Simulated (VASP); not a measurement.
Input of a VASP 6.6.1 run:

The input INCAR:

```
SYSTEM = Cu
PREC = Accurate
ENCUT = 520
EDIFF = 1E-7
ISMEAR = -1
SIGMA = 0.1
LREAL = .False.
LASPH = .True.
NELM = 80
ALGO = Normal
ISIF = 2
LWAVE = .False.
LCHARG = .True.
LDIPOL = .True.
IDIPOL = 3
DIPOL = 0.5 0.5 0.500
GGA = PE
LELF = .True.
LVHAR = .True.
LVACPOTAV = .True.
NBANDS = 36
```

KPOINTS

```
regular mesh
0
Gamma
  15 15 1
  0 0 0
```

Contents of POSCAR:

```
Cu
1.0
    2.5665139635      0.0000000000      0.0000000000
   -1.2832569818      2.2226662916      0.0000000000
    0.0000000000      0.0000000000     24.3822000000
Cu
5
Direct
    0.8333333333      0.1666666667      0.3289492305
    0.1666666667      0.8333333333      0.4141867610
    0.5000000000      0.5000000000      0.4999999962
    0.8333333333      0.1666666667      0.5858132363
    0.1666666667      0.8333333333      0.6710507761
```

Potentials or basis: VASP PAW PBE potentials, release 64 (Cu).

The run is started by

```console
$ cat potpaw_PBE.64/Cu/POTCAR > POTCAR
$ mpirun -np 1 vasp_std > vasp.out
```

Estimate the largest force.

0.019 eV/Å.

Forces on the atoms (eV/Å):
```
Cu   0.000  0.000 -0.019
Cu   0.000  0.000  0.000
Cu   0.000  0.000  0.000
Cu   0.000  0.000  0.000
Cu   0.000  0.000  0.019
```
